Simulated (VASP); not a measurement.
# PtSe (Fm-3m) in VASP: further runs

Aim: see how the results for PtSe move with the level of theory and the settings. Levels: PBE, PBE+U. Tasks: single point.

All numbers are computed with VASP 6.6.1; they aren't measurements. Logs are shortened: lines on timing, memory, paths and dates and some standing lists are left out, and cuts for length are marked.

### Step 1. The cell of the first run

The structure is cubic, space group Fm-3m (No. 225). The conventional cell has a = 5.597 Å, b = 5.597 Å, c = 5.597 Å, α = 90.00°, β = 90.00°, γ = 90.00°. Pt (site symmetry m-3m) has 6 Se at 2.80 Å within 3.7 Å. Se (site symmetry m-3m) has 6 Pt at 2.80 Å within 3.7 Å.

### Step 2. Single point, PBE

The input, INCAR:

```
ALGO = Normal
EDIFF = 1E-6
ENCUT = 500
GGA = PE
GGA_COMPAT = F
ISIF = 2
ISMEAR = -1
LASPH = T
LCHARG = F
LREAL = F
LWAVE = F
NBANDS = 15
NELM = 120
PREC = Accurate
SIGMA = 0.03
```

The input, KPOINTS:

```
k-points
0
Gamma
  5 5 5
```

The input, POSCAR:

```
PtSe
1.0
    0.0000000000      2.7984111300      2.7984111300
    2.7984111300      0.0000000000      2.7984111300
    2.7984111300      2.7984111300      0.0000000000
Pt Se
1 1
Direct
    0.5000000000      0.5000000000      0.5000000000
    0.0000000000      0.0000000000      0.0000000000
```

Potentials or basis: VASP PAW PBE potentials, release 64 (Pt, Se).

The run is started by

```bash
$ cat potpaw_PBE.64/Pt/POTCAR potpaw_PBE.64/Se/POTCAR > POTCAR
$ mpirun -np 1 vasp_std > vasp.out
```

OUTCAR:

```text
EDIFF = 1E-6
   ENCUT = 500
   GGA = PE
   ISIF = 2
   ISMEAR = -1
   LASPH = T
   LREAL = F
   NELM = 120
   PREC = Accurate

 ion  position               nearest neighbor table
   1  0.500  0.500  0.500-   2 2.80   2 2.80   2 2.80   2 2.80   2 2.80   2 2.80
   2  0.000  0.000  0.000-   1 2.80   1 2.80   1 2.80   1 2.80   1 2.80   1 2.80

  LATTYP: Found a face centered cubic cell.
 ALAT       =     5.5968222600

  Lattice vectors:

 A1 = (   0.0000000000,   2.7984111300,   2.7984111300)
 A2 = (   2.7984111300,   0.0000000000,   2.7984111300)
 A3 = (   2.7984111300,   2.7984111300,   0.0000000000)

Analysis of symmetry for initial positions (statically):
=====================================================================
 Subroutine PRICEL returns:
 Original cell was already a primitive cell.

 Routine SETGRP: Setting up the symmetry group for a
 face centered cubic supercell.

 Subroutine GETGRP returns: Found 48 space group operations
 (whereof 48 operations were pure point group operations)
 out of a pool of 48 trial point group operations.

The static configuration has the point symmetry O_h .

Analysis of symmetry for dynamics (positions and initial velocities):
=====================================================================
 Subroutine PRICEL returns:
 Original cell was already a primitive cell.

 Routine SETGRP: Setting up the symmetry group for a
 face centered cubic supercell.

 Subroutine GETGRP returns: Found 48 space group operations
 (whereof 48 operations were pure point group operations)
 out of a pool of 48 trial point group operations.

The dynamic configuration has the point symmetry O_h .

 Subroutine INISYM returns: Found 48 space group operations
 (whereof 48 operations are pure point group operations),
 and found     1 'primitive' translations

----------------------------------------------------------------------------------------

                                     Primitive cell

  volume of cell :      43.8293

  direct lattice vectors                    reciprocal lattice vectors
     0.000000000  2.798411130  2.798411130    -0.178672817  0.178672817  0.178672817
     2.798411130  0.000000000  2.798411130     0.178672817 -0.178672817  0.178672817
     2.798411130  2.798411130  0.000000000     0.178672817  0.178672817 -0.178672817

  length of vectors
     3.957550973  3.957550973  3.957550973     0.309470397  0.309470397  0.309470397

  position of ions in fractional coordinates (direct lattice)
     0.500000000  0.500000000  0.500000000
     0.000000000  0.000000000  0.000000000

  ion indices of the primitive-cell ions
   primitive index   ion index
                 1           1
                 2           2

----------------------------------------------------------------------------------------

 KPOINTS: k-points

Automatic generation of k-mesh.
 Grid dimensions read from file:
 generate k-points for:    5    5    5

 Generating k-lattice:

  Cartesian coordinates                     Fractional coordinates (reciprocal lattice)
    -0.035734563  0.035734563  0.035734563     0.200000000  0.000000000  0.000000000
     0.035734563 -0.035734563  0.035734563     0.000000000  0.200000000  0.000000000
     0.035734563  0.035734563 -0.035734563     0.000000000  0.000000000  0.200000000

  Length of vectors
     0.061894079  0.061894079  0.061894079

  Shift w.r.t. Gamma in fractional coordinates (k-lattice)
     0.000000000  0.000000000  0.000000000

 Subroutine IBZKPT returns following result:
 ===========================================

 Found     10 irreducible k-points:

 Following reciprocal coordinates:
            Coordinates               Weight
  0.000000  0.000000  0.000000      1.000000
  0.200000  0.000000  0.000000      8.000000
  0.400000  0.000000  0.000000      8.000000
  0.200000  0.200000  0.000000      6.000000
  0.400000  0.200000  0.000000     24.000000
 -0.400000  0.200000  0.000000     24.000000
 -0.200000  0.200000  0.000000     12.000000
  0.400000  0.400000  0.000000      6.000000
 -0.400000  0.400000  0.000000     12.000000
 -0.400000  0.400000  0.200000     24.000000
   k-points           NKPTS =     10   k-points in BZ     NKDIM =     10   number of bands    NBANDS=     15
   number of dos      NEDOS =    301   number of ions     NIONS =      2
   total plane-waves  NPLWV =  27000
   dimension x,y,z NGX =    30 NGY =   30 NGZ =   30
   dimension x,y,z NGXF=    60 NGYF=   60 NGZF=   60
   ions per type =               1   1
   NGX,Y,Z   is equivalent  to a cutoff of  12.60, 12.60, 12.60 a.u.
   NGXF,Y,Z  is equivalent  to a cutoff of  25.20, 25.20, 25.20 a.u.
 SYSTEM =  unknown system
   PREC   = accura    normal or accurate (medium, high low for compatibility)
   ISTART =      0    job   : 0-new  1-cont  2-samecut
   ICHARG =      2    charge: 1-file 2-atom 10-const
   ISPIN  =      1    spin polarized calculation?
   LNONCOLLINEAR =      F non collinear calculations
   LSORBIT =      F    spin-orbit coupling
   LASPH  =      T    aspherical Exc in radial PAW
   ENCUT  =  500.0 eV  36.75 Ry    6.06 a.u.   7.22  7.22  7.22*2*pi/ulx,y,z
   NELM   =    120;   NELMIN=  2; NELMDL= -5     # of ELM steps
   EDIFF  = 0.1E-05   stopping-criterion for ELM
   LREAL  =      F    real-space projection
   EDIFFG = 0.1E-04   stopping-criterion for IOM
   NSW    =      0    number of steps for IOM
   IBRION =     -1    ionic relax: 0-MD 1-quasi-New 2-CG
   NFREE  =      0    steps in history (QN), initial steepest desc. (CG)
   ISIF   =      2    stress and relaxation
   ISYM   =      2    0-nonsym 1-usesym 2-fastsym
   POTIM  = 0.5000    time-step for ionic-motion
   TEBEG  =    0.0;   TEEND  =   0.0 temperature during run
   PSTRESS=    0.0 pullay stress
   NELECT =      16.0000    total number of electrons
   NUPDOWN=      -1.0000    fix difference up-down
   EMIN   =  10.00;   EMAX   =-10.00  energy-range for DOS
   EFERMI =   0.00;   METHOD = LEGACY
   ISMEAR =    -1;   SIGMA  =   0.03  broadening in eV -4-tet -1-fermi 0-gaus
   EFERMI_NEDOS =   21; number of points for ismear=-14 and -15
   IALGO  =     38    algorithm
   IMIX   =      4    mixing-type and parameters
     AMIX     =   0.40;   BMIX     =  1.00
     AMIX_MAG =   1.60;   BMIX_MAG =  1.00
  volume/ion in A,a.u.               =      21.91       147.89
  Fermi-wavevector in a.u.,A,eV,Ry     =   1.170020  2.211017 18.625654  1.368947
  Thomas-Fermi vector in A             =   2.306485
   LORBIT       =      0    0 simple, 1 ext, 2 COOP (PROOUT), +10 PAW based schemes
   GGA     = PE    functional components
   LHFCALC =     F    Hartree Fock is set to
   AEXX    =    0.0000 exact exchange contribution
   IVDW    =     0    specifies the selected vdW correction
   LEPSILON=     F    determine dielectric tensor
   LRPA    =     F    only Hartree local field effects (RPA)
 non-spin polarized calculation
  energy-cutoff  :      500.00
  volume of cell :       43.83
 maximum number of plane-waves:      1139
 NGX is ok and might be reduce to    30
   NGX = 15   NGY = 15   NGZ = 15

 number of electron      16.0000000 magnetization

 Free energy of the ion-electron system (eV)
  ---------------------------------------------------
  ext. energy  EPLUGINS =         0.00000000
  ---------------------------------------------------
  free energy    TOTEN  =        -9.16977878 eV

  energy without entropy =       -9.15807012  energy(sigma->0) =       -9.16392445

 E-fermi :   5.2279     XC(G=0): -10.6130

 val. band max:        5.2160412980   @ k =   0.4000   0.2000   0.0000
 cond. band min:       5.3132167554   @ k =  -0.4000   0.2000   0.0000
 fundamental gap:      0.0971754574
 Fermi energy:         5.2278928025

 k-point     1 :       0.0000    0.0000    0.0000
  band No.  band energies     occupation
      1      -8.7721      2.00000
      2       2.8655      2.00000
      3       2.8655      2.00000
      4       2.9077      2.00000
      5       2.9077      2.00000
      6       2.9077      2.00000
      7       4.0162      2.00000
      8       4.0162      2.00000
      9       4.0162      2.00000
     10       5.6893      0.00000
     11      15.4373      0.00000
     12      16.0346      0.00000
     13      16.0346      0.00000
     14      16.0346      0.00000
     15      17.2869      0.00000

 k-point     2 :       0.2000    0.0000    0.0000
  band No.  band energies     occupation
      1      -8.4682      2.00000
      2       1.2887      2.00000
      3       1.8153      2.00000
      4       1.8153      2.00000
      5       3.1243      2.00000
      6       3.1243      2.00000
      7       3.4998      2.00000
      8       5.4603      0.00086
      9       5.4603      0.00086
     10       8.0735      0.00000
     11      12.8552      0.00000
     12      14.2475      0.00000
     13      14.2475      0.00000
     14      16.1771      0.00000
     15      17.0288      0.00000

 k-point     3 :       0.4000    0.0000    0.0000
  band No.  band energies     occupation
      1      -7.8723      2.00000
      2      -0.6932      2.00000
      3       1.0196      2.00000
      4       1.0196      2.00000
      5       3.5266      2.00000
      6       3.5266      2.00000
      7       3.8412      2.00000
      8       7.0947      0.00000
      9       7.0947      0.00000
     10       8.9411      0.00000
     11      11.9102      0.00000
     12      11.9102      0.00000
     13      11.9794      0.00000
     14      17.3372      0.00000
     15      17.8991      0.00000
[... 91 lines left out ...]
 k-point     9 :      -0.4000    0.4000    0.0000
  band No.  band energies     occupation
      1      -7.7543      2.00000
      2       0.8209      2.00000
      3       0.9379      2.00000
      4       1.6773      2.00000
      5       2.9828      2.00000
      6       3.7669      2.00000
      7       3.9964      2.00000
      8       4.0819      2.00000
      9       4.7382      2.00000
     10       6.9329      0.00000
     11      12.8831      0.00000
     12      14.5313      0.00000
     13      15.6637      0.00000
     14      16.8041      0.00000
     15      18.4967      0.00000

 k-point    10 :      -0.4000    0.4000    0.2000
  band No.  band energies     occupation
      1      -7.7503      2.00000
      2       0.1942      2.00000
      3       1.1124      2.00000
      4       1.3283      2.00000
      5       3.5077      2.00000
      6       3.6564      2.00000
      7       3.8891      2.00000
      8       4.1151      2.00000
      9       5.1212      1.94446
     10       8.8538      0.00000
     11      12.0374      0.00000
     12      13.1493      0.00000
     13      14.4669      0.00000
     14      17.4218      0.00000
     15      18.8196      0.00000

------------------------ aborting loop because EDIFF is reached ----------------------------------------

  FORCE on cell =-STRESS in cart. coord.  units (eV):
  Direction    XX          YY          ZZ          XY          YZ          ZX
  --------------------------------------------------------------------------------------
  -------------------------------------------------------------------------------------
  Total       -3.8861925     -3.8861925     -3.8861925      0.0000000     -0.0000000     -0.0000000
  in kB     -142.0595193   -142.0595193   -142.0595193      0.0000000     -0.0000000     -0.0000000
  external PRESSURE =    -142.0595193 kB  Pullay stress =       0.0000000 kB

 VOLUME and BASIS-vectors are now :
 -----------------------------------------------------------------------------
  energy-cutoff  :      500.00
  volume of cell :       43.83
      direct lattice vectors                 reciprocal lattice vectors
     0.000000000  2.798411130  2.798411130    -0.178672817  0.178672817  0.178672817
     2.798411130  0.000000000  2.798411130     0.178672817 -0.178672817  0.178672817
     2.798411130  2.798411130  0.000000000     0.178672817  0.178672817 -0.178672817

 POSITION                                       TOTAL-FORCE (eV/Angst)
 -----------------------------------------------------------------------------------
      2.79841      2.79841      2.79841        -0.000000     -0.000000     -0.000000
      0.00000      0.00000      0.00000         0.000000      0.000000      0.000000
 -----------------------------------------------------------------------------------
    total drift:                                0.000000     -0.000000      0.000000

  FREE ENERGIE OF THE ION-ELECTRON SYSTEM (eV)
  ---------------------------------------------------
  free  energy   TOTEN  =        -9.1697787796 eV

  energy  without entropy=       -9.1580701151  energy(sigma->0) =       -9.16392445
```

Run time: 8.7 s. Hardware: 1 thread of Intel Xeon Platinum 8559C (Emerald Rapids), shared host; peak memory 0.16 GiB.

What came out:

```yaml
Free_energy: -9.1698 eV
Pressure: -14.2 GPa
Band_gap_on_the_k_mesh: zero (bands 8 and 9 overlap by 3.08 eV)
```

Caveat: the k points lie up to 0.39 Å⁻¹ apart, too coarse for converged energies and pressures of a metal; spin-orbit coupling is left out, which moves the levels of the heavy elements.

### Step 3. Single point, PBE+U

This run uses another cell than the first one, of 18.73 Å³/atom.

The input, INCAR:

```
SYSTEM = PtSe
PREC = Accurate
ENCUT = 520
EDIFF = 1E-6
ISMEAR = -1
SIGMA = 0.05
LREAL = .False.
LASPH = .True.
NELM = 150
ALGO = Normal
ISIF = 2
LWAVE = .False.
LCHARG = .False.
LMAXMIX = 4
LDAU = .True.
LDAUTYPE = 2
LDAUL = 2 -1
LDAUU = 8 0
LDAUJ = 0 0
LDAUPRINT = 1
GGA = PE
NBANDS = 15
```

The input, KPOINTS:

```
regular mesh
0
Gamma
  8 8 8
  0 0 0
```

The input, POSCAR:

```
PtSe
1.0
    0.0000000000      2.6554829853      2.6554829853
    2.6554829853      0.0000000000      2.6554829853
    2.6554829853      2.6554829853      0.0000000000
Pt Se
1 1
Direct
    0.5000000000      0.5000000000      0.5000000000
    0.0000000000      0.0000000000      0.0000000000
```

Potentials or basis: VASP PAW PBE potentials, release 64 (Pt, Se).

The run is started by

```bash
$ cat potpaw_PBE.64/Pt/POTCAR potpaw_PBE.64/Se/POTCAR > POTCAR
$ mpirun -np 1 vasp_std > vasp.out
```

Wall time 29 s (1 thread of Intel Xeon 8259CL, shared host); peak memory 0.17 GiB.

The run converged. Its results:

```yaml
Free_energy: -5.0824 eV
Pressure: -8.7 GPa
Band_gap_on_the_k_mesh: zero (bands 8 and 9 overlap by 4.43 eV)
```

Levels at points of the mesh, in eV from the Fermi level:
| k point | band 5 | band 6 | band 7 | band 8 | band 9 | band 10 | band 11 | band 12 |
| --- | --- | --- | --- | --- | --- | --- | --- | --- |
| (0.00, 0.00, 0.00) | -3.79 | -3.79 | -0.87 | -0.87 | -0.87 | 2.16 | 10.74 | 11.03 |
| (0.50, 0.00, 0.00) | -4.00 | -4.00 | -3.04 | 2.70 | 2.70 | 4.17 | 7.19 | 7.19 |
| (0.50, 0.50, 0.00) | -3.90 | -3.36 | -2.46 | -2.46 | -1.73 | 1.01 | 8.01 | 12.10 |

Eigenvalues of the final occupation matrices:
```
    site  spin  trace               eigenvalues
site 1 d     1   4.53  0.81 0.81 0.97 0.97 0.97
site 1 d     2   4.53  0.81 0.81 0.97 0.97 0.97
```

Caveat: the cell stands under tension; spin-orbit coupling is left out, which moves the levels of the heavy elements; U without spin polarisation on a metal has little footing.
